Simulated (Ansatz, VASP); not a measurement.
**Ni: VASP beside Ansatz**

Contents of INCAR:

```
SYSTEM = Ni
  PREC = Accurate
  ENCUT = 600
  EDIFF = 1E-6
  ISMEAR = 0
  SIGMA = 0.01
  LREAL = .False.
  LASPH = .True.
  NELM = 150
  ALGO = Normal
  ISIF = 3
  LWAVE = .False.
  LCHARG = .False.
  ISPIN = 2
  MAGMOM = 0.71 0.71
  LORBIT = 11
  LMAXMIX = 4
  GGA = CA
  IBRION = 2
  NSW = 80
  EDIFFG = -0.02
```

The input KPOINTS:

```
Automatic mesh
0
Gamma
  12 12 7
  0 0 0
```

POSCAR

```
Ni
1.0
    2.4480228978      0.0000000000      0.0000000000
   -1.2240114489      2.1200500186      0.0000000000
    0.0000000000      0.0000000000      4.0728075700
Ni
2
Direct
    0.6666666667      0.3333333333      0.7500000000
    0.3333333333      0.6666666667      0.2500000000
```

input.yaml

```yaml
crystal:
  lattice:
    - [2.4480228978, 0.0, 0.0]
    - [-1.2240114489, 2.1200500186, 0.0]
    - [0.0, 0.0, 4.07280757]
  atoms:
    - { symbol: Ni, position: [0.6666666667, 0.3333333333, 0.75] }
    - { symbol: Ni, position: [0.3333333333, 0.6666666667, 0.25] }
kpoints:
  mp_grid: { grid: [12, 12, 7] }
scf:
  occupations: { method: gaussian, width: 0.01 }
hamiltonian:
  xc: lda
  pseudopotentials: { kind: all_electron, lapw: { basis_error: 0.001 } }
magnetization:
  spin_polarized: true
output:
  forces: true
  stress: true
relax:
  f_tol: 0.02
  max_steps: 60
  cell: {}
```

Alike in both runs: task relaxation of cell and atoms; functional LDA; k mesh 12 × 12 × 7; occupations gaussian, width 0.01 eV; collinear spin.

```csv
,VASP,Ansatz
version,VASP 6.6.1,Ansatz 0.2.0
potentials or method,"VASP PAW LDA potentials, release 64 (Ni), cutoff 600 eV","all-electron LAPW, scalar-relativistic"
```

|  | VASP | Ansatz | Ansatz less VASP |
| --- | --- | --- | --- |
| net moment per atom (μB) | 0.59 | 0.62 | +0.035 |
| size of the moment on the site where the two differ most (μB) | 0.58 | 0.64 | +0.057 |
| relaxed volume (Å³/atom) | 10.04 | 10.06 | +0.017 |
| relaxed cell length with the largest relative difference (Å) | 2.418 | 2.421 | +0.0027 |

LDA's correlation is that of Perdew and Zunger in VASP and of Perdew and Wang (1992) in Ansatz. Site moments also hang on the region over which each program counts them. Ansatz ran all-electron here, and VASP with PAW potentials.
